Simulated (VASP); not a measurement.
# Cs in VASP: single point with PBEsol

Aim: the single point of Cs with PBEsol.

Everything below comes from runs of VASP 6.6.1. Logs are shortened: lines on timing, memory, paths and dates and some standing lists are left out, and cuts for length are marked.

**1. The cell of the first run**

The cell holds a slab with vacuum, 7 atoms: a = 8.549 Å, b = 8.549 Å, c = 21.191 Å, α = 90.00°, β = 90.00°, γ = 120.00°.

**2. Single point, PBEsol**

Contents of INCAR:

```
SYSTEM = Cs
PREC     = Accurate       ! precision mode
ENCUT    = 520            ! plane-wave cutoff, eV
EDIFF    = 1E-7           ! SCF threshold, eV
ISMEAR   = -1             ! smearing method
SIGMA    = 0.1            ! smearing width, eV
LREAL    = .FALSE.        ! projectors in reciprocal space
LASPH    = .TRUE.         ! aspherical terms in the spheres
NELM     = 60             ! most SCF steps
ALGO     = Normal         ! electronic algorithm
ISIF     = 2              ! what is computed and relaxed
LWAVE    = .FALSE.        ! write WAVECAR
LCHARG   = .TRUE.         ! write CHGCAR
LDIPOL   = .TRUE.       
IDIPOL   = 3            
DIPOL    = 0.5 0.5 0.500
GGA      = PS             ! functional
LELF     = .TRUE.         ! ELF
LVHAR    = .TRUE.       
LVACPOTAV= .TRUE.       
NBANDS   = 40             ! bands
```

Contents of KPOINTS:

```
Automatic mesh
0
G
  6 6 1
  0 0 0
```

Contents of POSCAR:

```
Cs
1.0
    8.5489140040      0.0000000000      0.0000000000
   -4.2744570020      7.4035767022      0.0000000000
    0.0000000000      0.0000000000     21.1913000000
Cs
7
Direct
    0.0000000000      0.0000000000      0.2595415002
    0.3333333333      0.6666666667      0.3478456489
    0.6666666667      0.3333333333      0.4053711281
    0.0000000000      0.0000000000      0.5000010633
    0.3333333333      0.6666666667      0.5946291971
    0.6666666667      0.3333333333      0.6521548159
    0.0000000000      0.0000000000      0.7404584998
```

Potentials or basis: VASP PAW PBE potentials, release 64 (Cs_sv).

The run is started by

```bash
> cat potpaw_PBE.64/Cs_sv/POTCAR > POTCAR
> mpirun -np 1 vasp_std > vasp.out
```

OUTCAR:

```text
SYSTEM = Cs
   PREC = Accurate
   ENCUT = 520
   EDIFF = 1E-7
   ISMEAR = -1
   LREAL = .FALSE.
   LASPH = .TRUE.
   NELM = 60
   ISIF = 2
   GGA = PS

 ion  position               nearest neighbor table
   1  0.000  0.000  0.260-
   2  0.333  0.667  0.348-
   3  0.667  0.333  0.405-
   4  0.000  0.000  0.500-
   5  0.333  0.667  0.595-
   6  0.667  0.333  0.652-
   7  0.000  0.000  0.740-

  LATTYP: Found a hexagonal cell.
 ALAT       =     8.5489140040
 C/A-ratio  =     2.4788294736

  Lattice vectors:

 A1 = (   8.5489140040,   0.0000000000,   0.0000000000)
 A2 = (  -4.2744570020,   7.4035767022,   0.0000000000)
 A3 = (   0.0000000000,   0.0000000000,  21.1913000000)

Analysis of symmetry for initial positions (statically):
=====================================================================
 Subroutine PRICEL returns:
 Original cell was already a primitive cell.

 Routine SETGRP: Setting up the symmetry group for a
 hexagonal supercell.

 Subroutine GETGRP returns: Found 12 space group operations
 (whereof 12 operations were pure point group operations)
 out of a pool of 24 trial point group operations.

The static configuration has the point symmetry D_3d.

Analysis of symmetry for dynamics (positions and initial velocities):
=====================================================================
 Subroutine PRICEL returns:
 Original cell was already a primitive cell.

 Routine SETGRP: Setting up the symmetry group for a
 hexagonal supercell.

 Subroutine GETGRP returns: Found 12 space group operations
 (whereof 12 operations were pure point group operations)
 out of a pool of 24 trial point group operations.

The dynamic configuration has the point symmetry D_3d.

 Subroutine INISYM returns: Found 12 space group operations
 (whereof 12 operations are pure point group operations),
 and found     1 'primitive' translations

----------------------------------------------------------------------------------------

                                     Primitive cell

  volume of cell :    1341.2512

[... 78 lines left out ...]
   ENCUT  =  520.0 eV  38.22 Ry    6.18 a.u.  15.90 15.90 39.40*2*pi/ulx,y,z
   NELM   =     60;   NELMIN=  2; NELMDL= -5     # of ELM steps
   EDIFF  = 0.1E-06   stopping-criterion for ELM
   LREAL  =      F    real-space projection
   EDIFFG = 0.1E-05   stopping-criterion for IOM
   NSW    =      0    number of steps for IOM
   IBRION =     -1    ionic relax: 0-MD 1-quasi-New 2-CG
   NFREE  =      0    steps in history (QN), initial steepest desc. (CG)
   ISIF   =      2    stress and relaxation
   ISYM   =      2    0-nonsym 1-usesym 2-fastsym
   POTIM  = 0.5000    time-step for ionic-motion
   TEBEG  =    0.0;   TEEND  =   0.0 temperature during run
   PSTRESS=    0.0 pullay stress
   NELECT =      63.0000    total number of electrons
   NUPDOWN=      -1.0000    fix difference up-down
   EMIN   =  10.00;   EMAX   =-10.00  energy-range for DOS
   EFERMI =   0.00;   METHOD = LEGACY
   ISMEAR =    -1;   SIGMA  =   0.10  broadening in eV -4-tet -1-fermi 0-gaus
   EFERMI_NEDOS =   21; number of points for ismear=-14 and -15
   IALGO  =     38    algorithm
   IMIX   =      4    mixing-type and parameters
     AMIX     =   0.40;   BMIX     =  1.00
     AMIX_MAG =   1.60;   BMIX_MAG =  1.00
  volume/ion in A,a.u.               =     191.61      1293.03
  Fermi-wavevector in a.u.,A,eV,Ry     =   0.590679  1.116222  4.747098  0.348902
  Thomas-Fermi vector in A             =   1.638814
   LORBIT       =      0    0 simple, 1 ext, 2 COOP (PROOUT), +10 PAW based schemes
   GGA     = PS    functional components
   LHFCALC =     F    Hartree Fock is set to
   AEXX    =    0.0000 exact exchange contribution
   IVDW    =     0    specifies the selected vdW correction
   LEPSILON=     F    determine dielectric tensor
   LRPA    =     F    only Hartree local field effects (RPA)
 non-spin polarized calculation
  energy-cutoff  :      520.00
  volume of cell :     1341.25
 maximum number of plane-waves:     36132
 NGX is ok and might be reduce to    64
   NGX = 31   NGY = 31   NGZ = 79

 number of electron      63.0000000 magnetization

 dipolmoment           0.000000      0.000000     -0.000434 electrons x Angstroem

 Free energy of the ion-electron system (eV)
  ---------------------------------------------------
  ext. energy  EPLUGINS =         0.00000000
  ---------------------------------------------------
  free energy    TOTEN  =        -5.99919516 eV

  energy without entropy =       -5.68648997  energy(sigma->0) =       -5.84284256

 E-fermi :  -0.5198     XC(G=0):  -3.7955

 val. band max:       -0.5255606936   @ k =   0.3333   0.1667   0.0000
 cond. band min:      -0.4988913295   @ k =   0.3333   0.3333   0.0000
 fundamental gap:      0.0266693641
 Fermi energy:        -0.5197790916

 k-point     1 :       0.0000    0.0000    0.0000
  band No.  band energies     occupation
      1     -24.7388      2.00000
      2     -24.7375      2.00000
      3     -24.4561      2.00000
      4     -24.4551      2.00000
      5     -24.3685      2.00000
      6     -24.3678      2.00000
[... 290 lines left out ...]
     39       0.5607      0.00004
     40       0.7421      0.00001

------------------------ aborting loop because EDIFF is reached ----------------------------------------

  FORCE on cell =-STRESS in cart. coord.  units (eV):
  Direction    XX          YY          ZZ          XY          YZ          ZX
  --------------------------------------------------------------------------------------
  -------------------------------------------------------------------------------------
  Total       -0.3208079     -0.3208079     -0.0615433      0.0000000      0.0000000     -0.0000000
  in kB       -0.3832176     -0.3832176     -0.0735159      0.0000000      0.0000000     -0.0000000
  external PRESSURE =      -0.2799837 kB  Pullay stress =       0.0000000 kB

 VOLUME and BASIS-vectors are now :
 -----------------------------------------------------------------------------
  energy-cutoff  :      520.00
  volume of cell :     1341.25
      direct lattice vectors                 reciprocal lattice vectors
     8.548914004  0.000000000  0.000000000     0.116973922  0.067534925  0.000000000
    -4.274457002  7.403576702  0.000000000     0.000000000  0.135069851  0.000000000
     0.000000000  0.000000000 21.191300000     0.000000000  0.000000000  0.047189177

 POSITION                                       TOTAL-FORCE (eV/Angst)
 -----------------------------------------------------------------------------------
      0.00000      0.00000      5.50002        -0.000000      0.000000     -0.002258
     -0.00000      4.93572      7.37130         0.000000      0.000000      0.000750
      4.27446      2.46786      8.59034        -0.000000      0.000000      0.001586
      0.00000      0.00000     10.59567        -0.000000      0.000000     -0.000000
     -0.00000      4.93572     12.60097         0.000000     -0.000000     -0.001586
      4.27446      2.46786     13.82001        -0.000000     -0.000000     -0.000750
      0.00000      0.00000     15.69128        -0.000000      0.000000      0.002258
 -----------------------------------------------------------------------------------
    total drift:                               -0.000000      0.000000     -0.031347

  FREE ENERGIE OF THE ION-ELECTRON SYSTEM (eV)
  ---------------------------------------------------
  free  energy   TOTEN  =        -5.9991951595 eV

  energy  without entropy=       -5.6864899678  energy(sigma->0) =       -5.84284256
```

OSZICAR:

```text
N       E                     dE             d eps       ncg     rms          rms(c)
DAV:   1     0.551686658985E+03    0.55169E+03   -0.18973E+04   616   0.106E+03
DAV:   2     0.103532487175E+03   -0.44815E+03   -0.44234E+03   880   0.191E+02
DAV:   3    -0.186911016671E+01   -0.10540E+03   -0.10495E+03   648   0.902E+01
[... 14 lines left out ...]
DAV:  18    -0.599919030304E+01   -0.56233E-05   -0.54907E-06   592   0.420E-03    0.812E-04
DAV:  19    -0.599919418854E+01   -0.38855E-05   -0.53433E-06   456   0.411E-03    0.256E-04
DAV:  20    -0.599919496928E+01   -0.78073E-06   -0.10453E-06   504   0.198E-03    0.228E-04
DAV:  21    -0.599919514987E+01   -0.18060E-06   -0.32942E-07   496   0.108E-03    0.103E-04
DAV:  22    -0.599919515952E+01   -0.96466E-08   -0.25481E-08   512   0.321E-04
   1 F= -.59991952E+01 E0= -.58428426E+01  d E =-.312705E+00
```

stdout:

```text
POSCAR found type information on POSCAR Cs
 POSCAR found :  1 types and       7 ions
 scaLAPACK will be used
 -----------------------------------------------------------------------------
|                                                                             |
[... 39 lines left out ...]
|     field-free region was found. Please increase the size of  your cell     |
|     in the dimension of the dipole correction to obtain accurate            |
|     workfunction values.                                                    |
|                                                                             |
 -----------------------------------------------------------------------------
```

Run time: 14 min. Hardware: 1 thread of Intel Xeon Platinum 8488C (Sapphire Rapids), shared host; peak memory 1.2 GiB.

What came out:

* Free energy: -5.9992 eV
* Band gap on the k mesh: zero (an odd number of electrons rules out a gap without spin polarisation)

Forces on the atoms (eV/Å):
```
Cs   0.000  0.000 -0.002
Cs   0.000  0.000  0.001
Cs   0.000  0.000  0.002
Cs   0.000  0.000  0.000
Cs   0.000  0.000 -0.002
Cs   0.000  0.000 -0.001
Cs   0.000  0.000  0.002
```

Levels at points of the mesh, in eV from the Fermi level:
| k point | band 28 | band 29 | band 30 | band 31 | band 32 | band 33 | band 34 | band 35 |
| --- | --- | --- | --- | --- | --- | --- | --- | --- |
| (0.00, 0.00, 0.00) | -10.53 | -1.55 | -1.01 | -0.17 | 0.57 | 0.69 | 0.69 | 0.83 |
| (0.50, 0.00, 0.00) | -10.53 | -0.71 | -0.67 | -0.26 | -0.23 | 0.16 | 0.26 | 0.64 |

Caveat: the PAW data sets were made with another functional, which shifts forces and pressure a little; spin-orbit coupling is left out, which moves the levels of the heavy elements.
